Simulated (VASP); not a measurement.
# Si15W (F-43m) in VASP: single point with PBEsol+U

Aim: the single point of Si15W with PBEsol+U.

Program: VASP 6.6.1. These are calculated values, not measurements. Logs are shortened: lines on timing, memory, paths and dates and some standing lists are left out, and cuts for length are marked.

## (1) The cell of the first run

It takes space group F-43m (No. 216, cubic). The conventional cell has a = 10.874 Å, b = 10.874 Å, c = 10.874 Å, α = 90.00°, β = 90.00°, γ = 90.00°. Within 3.2 Å of W (site symmetry -43m) lie 4 Si at 2.42 Å. Within 3.1 Å of Si (site symmetry 2mm) lie 4 Si at 2.34 to 2.35 Å. Within 3.1 Å of Si (site symmetry -43m) lie 4 Si at 2.35 Å. Si (site symmetry 3m) has 3 Si at 2.34 Å and 1 W at 2.42 Å within 3.1 Å. Within 3.1 Å of Si (site symmetry 3m) lie 4 Si at 2.35 Å.

## (2) Single point, PBEsol+U, collinear spin

The input, INCAR:

```
SYSTEM = Si15W
ALGO = Normal
EDIFF = 1E-6
ENCUT = 500
GGA = PS
GGA_COMPAT = .FALSE.
ISIF = 2
ISMEAR = 0
ISPIN = 2
LASPH = .TRUE.
LCHARG = .FALSE.
LDAU = .TRUE.
LDAUJ = 0 0
LDAUL = 2 -1
LDAUPRINT = 1
LDAUTYPE = 2
LDAUU = 2 0
LMAXMIX = 4
LORBIT = 11
LREAL = .FALSE.
LWAVE = .FALSE.
MAGMOM = 1.04 0.01 0.01 0.01 0.01 0.01 0.01 0 -0.02 -0.02 -0.02 0 -0.02 0 0 0
NBANDS = 55
NELM = 200
NUPDOWN = 1.5
PREC = Accurate
SIGMA = 0.05
```

The input, KPOINTS:

```
k-points
0
G
  3 3 3
  0 0 0
```

The input, POSCAR:

```
Si15W
1.0
    0.0000000000      5.4370000000      5.4370000000
    5.4370000000      0.0000000000      5.4370000000
    5.4370000000      5.4370000000      0.0000000000
W Si
1 15
Direct
    0.0000000000      1.0000000000      1.0000000000
    0.9984957623      0.9984957623      0.5015042377
    0.9984957623      0.5015042377      0.9984957623
    0.9984957623      0.5015042377      0.5015042377
    0.5015042377      0.9984957623      0.9984957623
    0.5015042377      0.9984957623      0.5015042377
    0.5015042377      0.5015042377      0.9984957623
    0.5000000000      0.5000000000      0.5000000000
    0.1286034400      0.1286034400      0.1286034400
    0.1286034400      0.1286034400      0.6141896800
    0.1286034400      0.6141896800      0.1286034400
    0.1258588941      0.6247137020      0.6247137020
    0.6141896800      0.1286034400      0.1286034400
    0.6247137020      0.1258588941      0.6247137020
    0.6247137020      0.6247137020      0.1258588941
    0.6247137020      0.6247137020      0.6247137020
```

Potentials or basis: VASP PAW PBE potentials, release 64 (W_sv, Si).

Started as:

```console
$ cat potpaw_PBE.64/W_sv/POTCAR potpaw_PBE.64/Si/POTCAR > POTCAR
$ mpirun -np 1 vasp_std > vasp.out
```

OUTCAR:

```text
SYSTEM = Si15W
   EDIFF = 1E-6
   ENCUT = 500
   GGA = PS
   ISIF = 2
   ISMEAR = 0
   ISPIN = 2
   LASPH = .TRUE.
   LORBIT = 11
   LREAL = .FALSE.
   NELM = 200
   NUPDOWN = 1.5
   PREC = Accurate

 ion  position               nearest neighbor table
   1  0.000  0.000  0.000-   9 2.42  10 2.42  11 2.42  13 2.42
   2  0.998  0.998  0.502-   9 2.34  10 2.34  12 2.35  14 2.35
   3  0.998  0.502  0.998-   9 2.34  11 2.34  12 2.35  15 2.35
   4  0.998  0.502  0.502-  10 2.34  11 2.34  16 2.35  12 2.35
   5  0.502  0.998  0.998-   9 2.34  13 2.34  14 2.35  15 2.35
   6  0.502  0.998  0.502-  10 2.34  13 2.34  16 2.35  14 2.35
[... 8 lines left out ...]
  15  0.625  0.625  0.126-   3 2.35   5 2.35   7 2.35   8 2.35
  16  0.625  0.625  0.625-   4 2.35   6 2.35   7 2.35   8 2.35

  LATTYP: Found a face centered cubic cell.
 ALAT       =    10.8740000000

  Lattice vectors:

 A1 = (   0.0000000000,   5.4370000000,   5.4370000000)
 A2 = (   5.4370000000,   0.0000000000,   5.4370000000)
 A3 = (   5.4370000000,   5.4370000000,   0.0000000000)

Analysis of symmetry for initial positions (statically):
=====================================================================
 Subroutine PRICEL returns:
 Original cell was already a primitive cell.

 Routine SETGRP: Setting up the symmetry group for a
 face centered cubic supercell.

 Subroutine GETGRP returns: Found 24 space group operations
 (whereof 24 operations were pure point group operations)
 out of a pool of 48 trial point group operations.

The static configuration has the point symmetry T_d .

Analysis of symmetry for dynamics (positions and initial velocities):
=====================================================================
 Subroutine PRICEL returns:
 Original cell was already a primitive cell.

 Routine SETGRP: Setting up the symmetry group for a
 face centered cubic supercell.

 Subroutine GETGRP returns: Found 24 space group operations
 (whereof 24 operations were pure point group operations)
 out of a pool of 48 trial point group operations.

The dynamic configuration has the point symmetry T_d .

Analysis of structural, dynamic, and magnetic symmetry:
=====================================================================
 Subroutine PRICEL returns:
 Original cell was already a primitive cell.

 Routine SETGRP: Setting up the symmetry group for a
 face centered cubic supercell.

 Subroutine GETGRP returns: Found 24 space group operations
 (whereof 24 operations were pure point group operations)
 out of a pool of 48 trial point group operations.

The overall configuration has the point symmetry T_d .

 Subroutine INISYM returns: Found 24 space group operations
 (whereof 24 operations are pure point group operations),
 and found     1 'primitive' translations

----------------------------------------------------------------------------------------

                                     Primitive cell

  volume of cell :     321.4460

  direct lattice vectors                    reciprocal lattice vectors
     0.000000000  5.437000000  5.437000000    -0.091962479  0.091962479  0.091962479
     5.437000000  0.000000000  5.437000000     0.091962479 -0.091962479  0.091962479
     5.437000000  5.437000000  0.000000000     0.091962479  0.091962479 -0.091962479

  length of vectors
     7.689079139  7.689079139  7.689079139     0.159283687  0.159283687  0.159283687

  position of ions in fractional coordinates (direct lattice)
     0.000000000  0.000000000  0.000000000
     0.998495762  0.998495762  0.501504238
     0.998495762  0.501504238  0.998495762
     0.998495762  0.501504238  0.501504238
     0.501504238  0.998495762  0.998495762
     0.501504238  0.998495762  0.501504238
[... 8 lines left out ...]
     0.624713702  0.624713702  0.125858894
[... 99 lines left out ...]
   J (eV)           for each species LDAUJ =   0.0  0.0
   GGA     = PS    functional components
   LHFCALC =     F    Hartree Fock is set to
   AEXX    =    0.0000 exact exchange contribution
   IVDW    =     0    specifies the selected vdW correction
   LEPSILON=     F    determine dielectric tensor
   LRPA    =     F    only Hartree local field effects (RPA)
 spin polarized calculation
 Gauss-broadening in eV      SIGMA  =   0.05
  energy-cutoff  :      500.00
  volume of cell :      321.45
 maximum number of plane-waves:      8170
   NGX = 29   NGY = 29   NGZ = 29

atom =   1  type =  1  l = 2

 onsite density matrix

spin component  1

  0.4280 -0.0000  0.0000 -0.0000  0.0000
 -0.0000  0.4280 -0.0000  0.0000  0.0000
  0.0000 -0.0000  0.5256  0.0000  0.0000
 -0.0000  0.0000  0.0000  0.4280 -0.0000
  0.0000  0.0000  0.0000 -0.0000  0.5256

spin component  2

  0.3348  0.0000 -0.0000  0.0000 -0.0000
  0.0000  0.3348 -0.0000 -0.0000 -0.0000
 -0.0000 -0.0000  0.1021 -0.0000  0.0000
  0.0000 -0.0000 -0.0000  0.3348  0.0000
 -0.0000 -0.0000  0.0000  0.0000  0.1021

 occupancies and eigenvectors

  o =  0.1021  v =  0.0000  0.0000  0.0000  0.0000  0.0000  0.0000  0.0000 -1.0000  0.0000  0.0079      0.0000  0.0000  0.0000  0.0000  0.0000  0.0000  0.0000  0.0000  0.0000  0.0000
  o =  0.1021  v =  0.0000  0.0000  0.0000  0.0000  0.0000  0.0000  0.0000  0.0079 -0.0000  1.0000      0.0000  0.0000  0.0000  0.0000  0.0000  0.0000  0.0000  0.0000  0.0000  0.0000
  o =  0.3348  v =  0.0000  0.0000  0.0000  0.0000  0.0000  0.0000  0.9518  0.0000  0.3066 -0.0000      0.0000  0.0000  0.0000  0.0000  0.0000  0.0000  0.0000  0.0000  0.0000  0.0000
  o =  0.3348  v =  0.0000  0.0000  0.0000  0.0000  0.0000  0.0000  0.3066  0.0000 -0.9518 -0.0000      0.0000  0.0000  0.0000  0.0000  0.0000  0.0000  0.0000  0.0000  0.0000  0.0000
  o =  0.3348  v =  0.0000  0.0000  0.0000  0.0000  0.0000  1.0000  0.0000  0.0000  0.0000  0.0000      0.0000  0.0000  0.0000  0.0000  0.0000  0.0000  0.0000  0.0000  0.0000  0.0000
  o =  0.4280  v =  1.0000  0.0000  0.0000  0.0000  0.0000  0.0000  0.0000  0.0000  0.0000  0.0000      0.0000  0.0000  0.0000  0.0000  0.0000  0.0000  0.0000  0.0000  0.0000  0.0000
  o =  0.4280  v =  0.0000 -0.9589  0.0000  0.2837  0.0000  0.0000  0.0000  0.0000  0.0000  0.0000      0.0000  0.0000  0.0000  0.0000  0.0000  0.0000  0.0000  0.0000  0.0000  0.0000
  o =  0.4280  v =  0.0000 -0.2837  0.0000 -0.9589  0.0000  0.0000  0.0000  0.0000  0.0000  0.0000      0.0000  0.0000  0.0000  0.0000  0.0000  0.0000  0.0000  0.0000  0.0000  0.0000
  o =  0.5256  v =  0.0000  0.0000  1.0000  0.0000  0.0000  0.0000  0.0000  0.0000  0.0000  0.0000      0.0000  0.0000  0.0000  0.0000  0.0000  0.0000  0.0000  0.0000  0.0000  0.0000
  o =  0.5256  v =  0.0000  0.0000 -0.0000 -0.0000  1.0000  0.0000  0.0000  0.0000  0.0000  0.0000      0.0000  0.0000  0.0000  0.0000  0.0000  0.0000  0.0000  0.0000  0.0000  0.0000

 number of electron      74.0000005 magnetization       1.5000102

 Free energy of the ion-electron system (eV)
  ---------------------------------------------------
  ext. energy  EPLUGINS =         0.00000000
  ---------------------------------------------------
  free energy    TOTEN  =       -93.80015548 eV

  energy without entropy =      -93.79596705  energy(sigma->0) =      -93.79806127

 E-fermi :   5.9472     XC(G=0):  -9.7101

 val. band max:        5.9184532994   @ k =   0.3333   0.3333   0.0000
 cond. band min:       5.9392981261   @ k =   0.3333   0.3333   0.0000
 fundamental gap:      0.0208448267
 Fermi energy:         5.8016544968

 spin component 1

 k-point     1 :       0.0000    0.0000    0.0000
  band No.  band energies     occupation
      1     -67.8754      1.00000
      2     -32.2290      1.00000
      3     -32.2290      1.00000
      4     -32.2290      1.00000
      5      -6.0385      1.00000
      6      -3.8317      1.00000
[... 197 lines left out ...]
     48       9.2734      0.00000
     49       9.3449      0.00000
 Fermi energy:         5.9471695352

 spin component 2

 k-point     1 :       0.0000    0.0000    0.0000
  band No.  band energies     occupation
      1     -67.3775      1.00000
      2     -31.5530      1.00000
      3     -31.5530      1.00000
      4     -31.5530      1.00000
      5      -6.0225      1.00000
      6      -3.8175      1.00000
[... 197 lines left out ...]
     48       9.2887      0.00000
     49       9.3676      0.00000
 [bands above 49 left out]

------------------------ aborting loop because EDIFF is reached ----------------------------------------

  FORCE on cell =-STRESS in cart. coord.  units (eV):
  Direction    XX          YY          ZZ          XY          YZ          ZX
  --------------------------------------------------------------------------------------
  -------------------------------------------------------------------------------------
  Total        3.0777088      3.0777088      3.0777088      0.0000000      0.0000000      0.0000000
  in kB       15.3401681     15.3401681     15.3401681      0.0000000      0.0000000      0.0000000
  external PRESSURE =      15.3401681 kB  Pullay stress =       0.0000000 kB

 VOLUME and BASIS-vectors are now :
 -----------------------------------------------------------------------------
  energy-cutoff  :      500.00
  volume of cell :      321.45
      direct lattice vectors                 reciprocal lattice vectors
     0.000000000  5.437000000  5.437000000    -0.091962479  0.091962479  0.091962479
     5.437000000  0.000000000  5.437000000     0.091962479 -0.091962479  0.091962479
     5.437000000  5.437000000  0.000000000     0.091962479  0.091962479 -0.091962479

 POSITION                                       TOTAL-FORCE (eV/Angst)
 -----------------------------------------------------------------------------------
      0.00000      0.00000      0.00000         0.000000      0.000000     -0.000000
      8.15550      8.15550     10.85764         0.000000      0.000000     -0.079743
      8.15550     10.85764      8.15550         0.000000     -0.079743      0.000000
      5.45336      8.15550      8.15550         0.079743      0.000000      0.000000
     10.85764      8.15550      8.15550        -0.079743      0.000000      0.000000
      8.15550      5.45336      8.15550         0.000000      0.079743      0.000000
[... 8 lines left out ...]
      4.08086      4.08086      6.79314         0.019047      0.019047     -0.019047
      6.79314      6.79314      6.79314        -0.019047     -0.019047     -0.019047
 -----------------------------------------------------------------------------------
    total drift:                               -0.000001     -0.000001     -0.000001

  FREE ENERGIE OF THE ION-ELECTRON SYSTEM (eV)
  ---------------------------------------------------
  free  energy   TOTEN  =       -93.8001554835 eV

  energy  without entropy=      -93.7959670525  energy(sigma->0) =      -93.79806127

 total charge

# of ion       s       p       d       tot
------------------------------------------
    1        2.434   6.150   3.493  12.077
    2        0.758   0.931   0.000   1.689
    3        0.758   0.931   0.000   1.689
    4        0.758   0.931   0.000   1.689
    5        0.758   0.931   0.000   1.689
    6        0.758   0.931   0.000   1.689
[... 8 lines left out ...]
   15        0.750   0.941   0.000   1.691
   16        0.750   0.941   0.000   1.691
--------------------------------------------------
tot         13.796  20.285   3.493  37.573

 magnetization (x)

# of ion       s       p       d       tot
------------------------------------------
    1        0.020  -0.000   1.114   1.134
    2        0.004   0.008   0.000   0.012
    3        0.004   0.008   0.000   0.012
    4        0.004   0.008   0.000   0.012
    5        0.004   0.008   0.000   0.012
    6        0.004   0.008   0.000   0.012
[... 8 lines left out ...]
   15       -0.001  -0.000   0.000  -0.001
   16       -0.001  -0.000   0.000  -0.001
--------------------------------------------------
tot          0.017  -0.013   1.114   1.118
```

It took 4.7 min on 1 thread of AMD EPYC 7R13, shared host; peak memory 0.54 GiB.

What came out:

- Free energy: -93.8002 eV
- Pressure: 1.5 GPa
- Largest force: 0.120 eV/Å
- Net moment: 1.50 μB per cell
- Site moments: W +1.13; Si +0.01, +0.00, -0.02, -0.00 μB
- Valence electrons inside the program's atomic spheres: W 12.08; Si 1.69, 1.73

Forces on the atoms (eV/Å):
```
W    0.000  0.000  0.000
Si   0.000  0.000 -0.080
Si   0.000 -0.080  0.000
Si   0.080  0.000  0.000
Si  -0.080  0.000  0.000
Si   0.000  0.080  0.000
Si   0.000  0.000  0.080
Si   0.000  0.000  0.000
Si  -0.069 -0.069 -0.069
Si   0.069  0.069 -0.069
Si   0.069 -0.069  0.069
Si  -0.019  0.019  0.019
Si  -0.069  0.069  0.069
Si   0.019 -0.019  0.019
Si   0.019  0.019 -0.019
Si  -0.019 -0.019 -0.019
```

Eigenvalues of the final occupation matrices:
```
    site  spin  trace               eigenvalues
site 1 d     1   2.34  0.43 0.43 0.43 0.53 0.53
site 1 d     2   1.21  0.10 0.10 0.33 0.33 0.33
```

Caveat: the PAW data sets were made with another functional, which shifts forces and pressure a little; spin-orbit coupling is left out, which moves the levels of the heavy elements; the total moment is fixed, so each spin has its own Fermi level; the U is typed as a test and isn't derived for this compound.
